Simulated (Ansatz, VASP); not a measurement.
# Two plane-wave programs on Tl

```
Tl
1.0
    -1.94100    1.94100    1.94100
     1.94100   -1.94100    1.94100
     1.94100    1.94100   -1.94100
Tl
1
Direct
  0.00000 0.00000 0.00000
```

Alike in both runs: task electric field gradients; functional PBE; k mesh 13 × 13 × 13; occupations fermi-dirac, width 0.05 eV; no spin polarisation.

```csv
,VASP,Ansatz
version,VASP 6.6.1,Ansatz 0.2.0
potentials or method,"VASP PAW PBE potentials, release 64 (Tl_d)","PAW with Ansatz's default frozen-core files, scalar-relativistic"
plane-wave cutoff (eV),520,420
valence electrons in the cell,13,13
```

```tsv
	VASP	Ansatz	Ansatz less VASP
pressure (GPa)	2.2	2.3	+0.06
```

The functional is the same, so the differences come from potentials, cutoffs and numerics.

Neither program's run includes spin-orbit coupling.
